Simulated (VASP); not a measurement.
# NaHF2 (R-3m) in VASP: notebook, part 2 of 2

VASP 6.6.1. Earlier steps stand in the parts before.

**4. Single point, PBEsol+D3(BJ)**

This run uses another cell than the first one, of 9.54 Å³/atom.

File INCAR:

```
SYSTEM = NaHF2
  PREC = Accurate
  ENCUT = 520
  EDIFF = 1E-6
  ISMEAR = 0
  SIGMA = 0.05
  LREAL = .FALSE.
  LASPH = .TRUE.
  NELM = 80
  ALGO = Normal
  ISIF = 2
  LWAVE = .FALSE.
  LCHARG = .TRUE.
  GGA = PS
  IVDW = 12
  LELF = .TRUE.
  LVHAR = .TRUE.
  NBANDS = 19
```

File KPOINTS:

```
Automatic mesh
0
G
  9 9 9
  0 0 0
```

File POSCAR:

```
NaHF2
1.0
    1.7538500000      1.0125857696      3.5822333333
   -1.7538500000      1.0125857696      3.5822333333
    0.0000000000     -2.0251715392      3.5822333333
Na H F
1 1 2
Direct
    0.0000000000      0.0000000000      0.0000000000
    0.5000000000      0.5000000000      0.5000000000
    0.4168825606      0.4168825606      0.4168825606
    0.5831174394      0.5831174394      0.5831174394
```

Potentials or basis: VASP PAW PBE potentials, release 64 (Na_pv, H, F).

Started as:

```console
$ cat potpaw_PBE.64/Na_pv/POTCAR potpaw_PBE.64/H/POTCAR potpaw_PBE.64/F/POTCAR > POTCAR
$ mpirun -np 1 vasp_std > vasp.out
```

OUTCAR:

```text
SYSTEM = NaHF2
   PREC = Accurate
   ENCUT = 520
   EDIFF = 1E-6
   ISMEAR = 0
   LREAL = .FALSE.
   LASPH = .TRUE.
   NELM = 80
   ISIF = 2
   GGA = PS
   IVDW = 12
 IVDW          = 12

 ion  position               nearest neighbor table
   1  0.000  0.000  0.000-   4 2.22   3 2.22   4 2.22   4 2.22   3 2.22   3 2.22
   2  0.500  0.500  0.500-   3 0.89   4 0.89
   3  0.417  0.417  0.417-   2 0.89   4 1.79   1 2.22   1 2.22   1 2.22
   4  0.583  0.583  0.583-   2 0.89   3 1.79   1 2.22   1 2.22   1 2.22

  LATTYP: Found a trigonal (rhomboedric) cell.
 ALAT       =     4.1150595886
 COS(alpha) =     0.6367023129

  Lattice vectors:

 A1 = (   1.7538500000,   1.0125857696,   3.5822333333)
 A2 = (  -1.7538500000,   1.0125857696,   3.5822333333)
 A3 = (   0.0000000000,  -2.0251715392,   3.5822333333)

Analysis of symmetry for initial positions (statically):
=====================================================================
 Subroutine PRICEL returns:
 Original cell was already a primitive cell.

 Routine SETGRP: Setting up the symmetry group for a
 trigonal (rhombohedral) supercell.

 Subroutine GETGRP returns: Found 12 space group operations
 (whereof 12 operations were pure point group operations)
 out of a pool of 12 trial point group operations.

The static configuration has the point symmetry D_3d.

Analysis of symmetry for dynamics (positions and initial velocities):
=====================================================================
 Subroutine PRICEL returns:
 Original cell was already a primitive cell.

 Routine SETGRP: Setting up the symmetry group for a
 trigonal (rhombohedral) supercell.

 Subroutine GETGRP returns: Found 12 space group operations
 (whereof 12 operations were pure point group operations)
 out of a pool of 12 trial point group operations.

The dynamic configuration has the point symmetry D_3d.

 Subroutine INISYM returns: Found 12 space group operations
 (whereof 12 operations are pure point group operations),
[... 120 lines left out ...]
     AMIX_MAG =   1.60;   BMIX_MAG =  1.00
  volume/ion in A,a.u.               =       9.54        64.40
  Fermi-wavevector in a.u.,A,eV,Ry     =   1.362404  2.574570 25.254383  1.856145
  Thomas-Fermi vector in A             =   2.488897
   LORBIT       =      0    0 simple, 1 ext, 2 COOP (PROOUT), +10 PAW based schemes
   GGA     = PS    functional components
   LHFCALC =     F    Hartree Fock is set to
   AEXX    =    0.0000 exact exchange contribution
   IVDW    =    12    specifies the selected vdW correction
   LEPSILON=     F    determine dielectric tensor
   LRPA    =     F    only Hartree local field effects (RPA)
 non-spin polarized calculation
 Gauss-broadening in eV      SIGMA  =   0.05
  energy-cutoff  :      520.00
  volume of cell :       38.17
 maximum number of plane-waves:      1058
   NGX = 15   NGY = 15   NGZ = 15

 number of electron      21.9999999 magnetization

 Free energy of the ion-electron system (eV)
  ---------------------------------------------------
  ext. energy  EPLUGINS =         0.00000000
  ---------------------------------------------------
  free energy    TOTEN  =       -14.13938172 eV

  energy without entropy =      -14.13938172  energy(sigma->0) =      -14.13938172

 E-fermi :  -1.3818     XC(G=0):  -9.0954

 val. band max:       -1.5950451931   @ k =   0.0000   0.0000   0.0000
 cond. band min:       4.5642065645   @ k =   0.0000   0.0000   0.0000
 fundamental gap:      6.1592517576
 Fermi energy:        -1.3818387084

 k-point     1 :       0.0000    0.0000    0.0000
  band No.  band energies     occupation
      1     -26.1543      2.00000
      2     -21.7138      2.00000
      3     -20.7941      2.00000
      4     -20.7941      2.00000
      5     -20.5641      2.00000
      6      -9.4876      2.00000
[... 505 lines left out ...]
      6      -8.7666      2.00000
[... 11 lines left out ...]
     18      19.9999      0.00000
     19      22.0198      0.00000

 [... further k-points ...]

------------------------ aborting loop because EDIFF is reached ----------------------------------------

 Edisp (eV)   -0.34764

 E8    (eV) :    -0.2071

  FORCE on cell =-STRESS in cart. coord.  units (eV):
  Direction    XX          YY          ZZ          XY          YZ          ZX
  --------------------------------------------------------------------------------------
  -------------------------------------------------------------------------------------
  Total       0.89004     0.89004    34.10880     0.00000     0.00000     0.00000
  in kB      37.35864    37.35864  1431.68543     0.00000     0.00000     0.00000
  external pressure =      502.13 kB  Pullay stress =        0.00 kB

 VOLUME and BASIS-vectors are now :
 -----------------------------------------------------------------------------
  energy-cutoff  :      520.00
  volume of cell :       38.17
      direct lattice vectors                 reciprocal lattice vectors
     1.753850000  1.012585770  3.582233333     0.285087094  0.164595111  0.093051821
    -1.753850000  1.012585770  3.582233333    -0.285087094  0.164595111  0.093051821
     0.000000000 -2.025171539  3.582233333     0.000000000 -0.329190221  0.093051821

 POSITION                                       TOTAL-FORCE (eV/Angst)
 -----------------------------------------------------------------------------------
      0.00000      0.00000      0.00000        -0.000000     -0.000000      0.000000
      0.00000      0.00000      5.37335         0.000000     -0.000000      0.000000
      0.00000      0.00000      4.48011        -0.000000      0.000000    -17.417426
      0.00000      0.00000      6.26659        -0.000000     -0.000000     17.417426
 -----------------------------------------------------------------------------------
    total drift:                               -0.000000      0.000000      0.000000

  FREE ENERGIE OF THE ION-ELECTRON SYSTEM (eV)
  ---------------------------------------------------
  free  energy   TOTEN  =       -14.4870232827 eV

  energy  without entropy=      -14.4870232827  energy(sigma->0) =      -14.48702328
```

OSZICAR:

```text
N       E                     dE             d eps       ncg     rms          rms(c)
DAV:   1     0.210245143562E+03    0.21025E+03   -0.12350E+04  3312   0.133E+03
DAV:   2    -0.193410682579E+01   -0.21218E+03   -0.20067E+03  3394   0.400E+02
DAV:   3    -0.159156336561E+02   -0.13982E+02   -0.13924E+02  3742   0.995E+01
DAV:   4    -0.160912333683E+02   -0.17560E+00   -0.17554E+00  3779   0.116E+01
DAV:   5    -0.160935169429E+02   -0.22836E-02   -0.22835E-02  3750   0.131E+00    0.829E+00
DAV:   6    -0.142074692338E+02    0.18860E+01   -0.48575E+00  3792   0.181E+01    0.247E+00
DAV:   7    -0.141404346211E+02    0.67035E-01   -0.16352E-01  3779   0.368E+00    0.155E+00
DAV:   8    -0.141372384481E+02    0.31962E-02   -0.45112E-02  3819   0.224E+00    0.233E-01
DAV:   9    -0.141395548380E+02   -0.23164E-02   -0.13156E-02  3593   0.106E+00    0.172E-01
DAV:  10    -0.141393879925E+02    0.16685E-03   -0.15570E-03  3985   0.480E-01    0.520E-02
DAV:  11    -0.141393759018E+02    0.12091E-04   -0.24316E-04  3631   0.137E-01    0.120E-02
DAV:  12    -0.141393812765E+02   -0.53747E-05   -0.99183E-06  4164   0.318E-02    0.161E-03
DAV:  13    -0.141393817221E+02   -0.44553E-06   -0.72641E-07  3138   0.737E-03
   1 F= -.14487023E+02 E0= -.14487023E+02  d E =-.745309E-12
```

stdout:

```text
POSCAR found type information on POSCAR NaH F
 POSCAR found :  3 types and       4 ions
 scaLAPACK will be used
 -----------------------------------------------------------------------------
|                                                                             |
|                                                                             |
|     You enforced a specific xc type in the INCAR file but a different       |
|     I HOPE YOU KNOW WHAT YOU ARE DOING!                                     |
|                                                                             |
 -----------------------------------------------------------------------------

 LDA part: xc-table for (Slater+PW92), standard interpolation
 POSCAR, INCAR and KPOINTS ok, starting setup
 FFT: planning ... GRIDC
 FFT: planning ... GRID_SOFT
 FFT: planning ... GRID
 WAVECAR not read
 entering main loop
```

Run time: 31 s. Hardware: 1 thread of AMD EPYC 9R45 (Zen 5), shared host; peak memory 0.18 GiB.

Results:

- Free energy: -14.4870 eV
- Pressure: 50.2 GPa
- Largest force: 17.417 eV/Å
- Band gap on the k mesh: 6.16 eV
- Dispersion energy per atom: -0.087 eV

Forces on the atoms (eV/Å):
```
Na    0.000   0.000   0.000
H     0.000   0.000   0.000
F     0.000   0.000 -17.417
F     0.000   0.000  17.417
```

Levels at points of the mesh, in eV from the valence-band top:
| k point | band 7 | band 8 | band 9 | band 10 | band 11 | band 12 | band 13 | band 14 | band 15 | band 16 |
| --- | --- | --- | --- | --- | --- | --- | --- | --- | --- | --- |
| (0.00, 0.00, 0.00) | -2.51 | -2.51 | -1.41 | -1.41 | 0.00 | 6.16 | 15.05 | 17.20 | 17.20 | 17.21 |

Caveat: the cell stands under pressure; the PAW data sets were made with another functional, which shifts forces and pressure a little; an odd mesh through Γ misses points on the zone boundary, where band edges can lie.

**5. Single point, PBEsol+D3(BJ)**

This run uses another cell than the first one, of 9.49 Å³/atom.

File INCAR:

```
SYSTEM = NaHF2
ALGO = Normal
EDIFF = 1E-7
ENCUT = 520
GGA = PS
ISIF = 2
ISMEAR = 0
IVDW = 12
LASPH = .TRUE.
LCHARG = .FALSE.
LREAL = .FALSE.
LWAVE = .FALSE.
NBANDS = 19
NELM = 60
PREC = Accurate
SIGMA = 0.05
```

File KPOINTS:

```
k-points
0
G
  9 9 9
  0 0 0
```

File POSCAR:

```
NaHF2
1.0
    1.6739000000      0.9664266156      3.9112000000
   -1.6739000000      0.9664266156      3.9112000000
    0.0000000000     -1.9328532312      3.9112000000
Na H F
1 1 2
Direct
    0.0000000000      0.0000000000      0.0000000000
    0.5000000000      0.5000000000      0.5000000000
    0.4168825606      0.4168825606      0.4168825606
    0.5831174394      0.5831174394      0.5831174394
```

Potentials or basis: VASP PAW PBE potentials, release 64 (Na_pv, H, F).

Started as:

```console
$ cat potpaw_PBE.64/Na_pv/POTCAR potpaw_PBE.64/H/POTCAR potpaw_PBE.64/F/POTCAR > POTCAR
$ mpirun -np 1 vasp_std > vasp.out
```

OUTCAR:

```text
SYSTEM = NaHF2
   EDIFF = 1E-7
   ENCUT = 520
   GGA = PS
   ISIF = 2
   ISMEAR = 0
   IVDW = 12
   LASPH = .TRUE.
   LREAL = .FALSE.
   NELM = 60
   PREC = Accurate
 IVDW          = 12

 ion  position               nearest neighbor table
   1  0.000  0.000  0.000-   4 2.17   4 2.17   3 2.17   3 2.17   4 2.17   3 2.17
   2  0.500  0.500  0.500-   3 0.98   4 0.98
   3  0.417  0.417  0.417-   2 0.98   1 2.17   1 2.17   1 2.17
   4  0.583  0.583  0.583-   2 0.98   1 2.17   1 2.17   1 2.17
[... 727 lines left out ...]

 Edisp (eV)   -0.35136

 E8    (eV) :    -0.2098

  FORCE on cell =-STRESS in cart. coord.  units (eV):
  Direction    XX          YY          ZZ          XY          YZ          ZX
  --------------------------------------------------------------------------------------
  -------------------------------------------------------------------------------------
  Total       1.60044     1.60044    18.42577     0.00000     0.00000    -0.00000
  in kB      67.54460    67.54460   777.63635     0.00000     0.00000    -0.00000
  external pressure =      304.24 kB  Pullay stress =        0.00 kB

 VOLUME and BASIS-vectors are now :
 -----------------------------------------------------------------------------
  energy-cutoff  :      520.00
  volume of cell :       37.96
      direct lattice vectors                 reciprocal lattice vectors
     1.673900000  0.966426616  3.911200000     0.298703626  0.172456619  0.085225336
    -1.673900000  0.966426616  3.911200000    -0.298703626  0.172456619  0.085225336
     0.000000000 -1.932853231  3.911200000     0.000000000 -0.344913238  0.085225336

 POSITION                                       TOTAL-FORCE (eV/Angst)
 -----------------------------------------------------------------------------------
      0.00000      0.00000      0.00000        -0.000000      0.000000     -0.000000
      0.00000      0.00000      5.86680         0.000000     -0.000000     -0.000000
      0.00000      0.00000      4.89153        -0.000000      0.000000     -7.722300
      0.00000      0.00000      6.84207        -0.000000     -0.000000      7.722300
 -----------------------------------------------------------------------------------
    total drift:                               -0.000000      0.000000      0.000000

  FREE ENERGIE OF THE ION-ELECTRON SYSTEM (eV)
  ---------------------------------------------------
  free  energy   TOTEN  =       -16.6361211300 eV

  energy  without entropy=      -16.6361211300  energy(sigma->0) =      -16.63612113
```

It took 32 s on 1 thread of AMD EPYC 9R45 (Zen 5), shared host; peak memory 0.18 GiB.

Results:

```yaml
Free_energy: -16.6361 eV
Pressure: 30.4 GPa
Largest_force: 7.722 eV/Å
Band_gap_on_the_k_mesh: 7.09 eV
Dispersion_energy_per_atom: -0.088 eV
```

Forces in eV/Å, atoms in the order of the input:
```
Na   0.000  0.000  0.000
H    0.000  0.000  0.000
F    0.000  0.000 -7.722
F    0.000  0.000  7.722
```

Caveat: the cell stands under pressure; the PAW data sets were made with another functional, which shifts forces and pressure a little; an odd mesh through Γ misses points on the zone boundary, where band edges can lie.

**6. Single point, PBEsol+D3(BJ)**

This run uses another cell than the first one, of 9.80 Å³/atom.

File INCAR:

```
PREC = Accurate ; ENCUT = 520
EDIFF = 1E-6 ; ISMEAR = 0
SIGMA = 0.05 ; LREAL = F
LASPH = T ; NELM = 60
ALGO = Normal ; ISIF = 2
LWAVE = F ; LCHARG = F
GGA = PS ; IVDW = 12
NBANDS = 19
```

File KPOINTS:

```
regular mesh
0
Gamma
  9 9 9
```

File POSCAR:

```
NaHF2
1.0
    1.6339000000      0.9433326048      4.2401666667
   -1.6339000000      0.9433326048      4.2401666667
    0.0000000000     -1.8866652097      4.2401666667
Na H F
1 1 2
Direct
    0.0000000000      0.0000000000      0.0000000000
    0.5000000000      0.5000000000      0.5000000000
    0.4168825606      0.4168825606      0.4168825606
    0.5831174394      0.5831174394      0.5831174394
```

Potentials or basis: VASP PAW PBE potentials, release 64 (Na_pv, H, F).

Started as:

```console
$ cat potpaw_PBE.64/Na_pv/POTCAR potpaw_PBE.64/H/POTCAR potpaw_PBE.64/F/POTCAR > POTCAR
$ mpirun -np 1 vasp_std > vasp.out
```

It took 48 s on 1 thread of AMD EPYC 9R45 (Zen 5), shared host; peak memory 0.2 GiB.

The run converged. Its results:

* Free energy: -17.6080 eV
* Pressure: 15.4 GPa
* Largest force: 2.492 eV/Å
* Band gap on the k mesh: 7.54 eV (least direct gap 7.56 eV)
* Dispersion energy per atom: -0.085 eV

Forces on the atoms (eV/Å):
```
Na   0.000  0.000  0.000
H    0.000  0.000  0.000
F    0.000  0.000 -2.492
F    0.000  0.000  2.492
```

Stress tensor (GPa, compression positive):
```
 6.69  0.00  0.00
 0.00  6.69  0.00
 0.00  0.00 32.87
```

Levels at points of the mesh, in eV from the valence-band top:
```csv
k point,band 9,band 10,band 11,band 12,band 13,band 14
"(0.00, 0.00, 0.00)",-0.40,-0.40,-0.02,7.54,14.36,15.95
```

Caveat: the cell stands under pressure; the PAW data sets were made with another functional, which shifts forces and pressure a little; an odd mesh through Γ misses points on the zone boundary, where band edges can lie.

**7. The runs side by side**

```csv
cell,gap on the mesh (eV),pressure (GPa),largest force (eV/Å)
"a = 4.093 Å, angles 49.5°, 4 atoms",6.36,55.3,17.20
"a = 4.622 Å, angles 40.3°, 4 atoms",7.78,19.2,2.24
"a = 4.115 Å, angles 50.5°, 4 atoms",6.16,50.2,17.42
"a = 4.363 Å, angles 45.1°, 4 atoms",7.09,30.4,7.72
"a = 4.641 Å, angles 41.2°, 4 atoms",7.54,15.4,2.49
```

Alike in all rows: task single point; level PBEsol+D3(BJ); potentials or basis VASP PAW PBE potentials, release 64 (Na_pv, H, F); no spin polarisation; k mesh 9 × 9 × 9; cutoff (eV) 520; smearing gaussian 0.05 eV.

Caveats: the cell stands under pressure; the PAW data sets were made with another functional, which shifts forces and pressure a little; an odd mesh through Γ misses points on the zone boundary, where band edges can lie.

Absolute energies hang on the potentials; compare differences alone.
